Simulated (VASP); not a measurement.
Set up this calculation in VASP 6.6.1, as the native input.

```yaml
Task: single point
Functional: r2SCAN
Potentials_or_basis: VASP PAW PBE potentials, release 64 (Ti_sv, B)
Cutoff: 550 eV
k_mesh: 13 × 13 × 10
Occupations: fermi-dirac, width 0.1 eV
Spin: no spin polarisation
Dipole_correction: no
Further_INCAR_settings: ALGO = Normal; EDIFF = 1e-06; NBANDS = 16
```

The system is TiB2.

```
Ti B
1.0
     3.02490    0.00000    0.00000
    -1.51245    2.61964    0.00000
     0.00000    0.00000    3.22434
Ti B
1 2
Direct
  0.00000 0.00000 0.00000
  0.33333 0.66667 0.50000
  0.66667 0.33333 0.50000
```

One way to write it, as run:

POSCAR

```
TiB2
1.0
    3.0248997900      0.0000000000      0.0000000000
   -1.5124499000      2.6196400600      0.0000000000
    0.0000000000      0.0000000000      3.2243443000
Ti B
1 2
Direct
    0.0000000000      0.0000000000      0.0000000000
    0.3333333300      0.6666666700      0.5000000000
    0.6666666700      0.3333333300      0.5000000000
```

INCAR.step1

```
ALGO = Normal
EDIFF = 1E-5
ENCUT = 550
GGA = PE
GGA_COMPAT = False
ISMEAR = -1
LASPH = True
LCHARG = False
LREAL = False
LWAVE = True
NBANDS = 16
NELM = 120
PREC = Accurate
SIGMA = 0.1
```

INCAR.step2

```
ALGO = Normal
EDIFF = 1E-6
ENCUT = 550
GGA_COMPAT = False
ISIF = 2
ISMEAR = -1
ISTART = 1
LASPH = True
LCHARG = False
LMIXTAU = True
LREAL = False
LWAVE = False
METAGGA = R2SCAN
NBANDS = 16
NELM = 120
PREC = Accurate
SIGMA = 0.1
```

KPOINTS

```
k-points
0
Gamma
  13 13 10
```

Potentials or basis: VASP PAW PBE potentials, release 64 (Ti_sv, B).

Run with:

```bash
$ cat potpaw_PBE.64/Ti_sv/POTCAR potpaw_PBE.64/B/POTCAR > POTCAR
$ cp INCAR.step1 INCAR
$ mpirun -np 1 vasp_std > vasp.out
$ cp INCAR.step2 INCAR
$ mpirun -np 1 vasp_std > vasp.out
```

It gave:

* Pressure: 0.7 GPa
* Band gap on the k mesh: zero (bands 9 and 10 overlap by 0.55 eV)

Caveat: the PAW data sets were made with another functional, which shifts forces and pressure a little.

Wall time 5.6 min on 1 thread of AMD EPYC 7R13, on a shared host, peak memory 0.16 GiB.
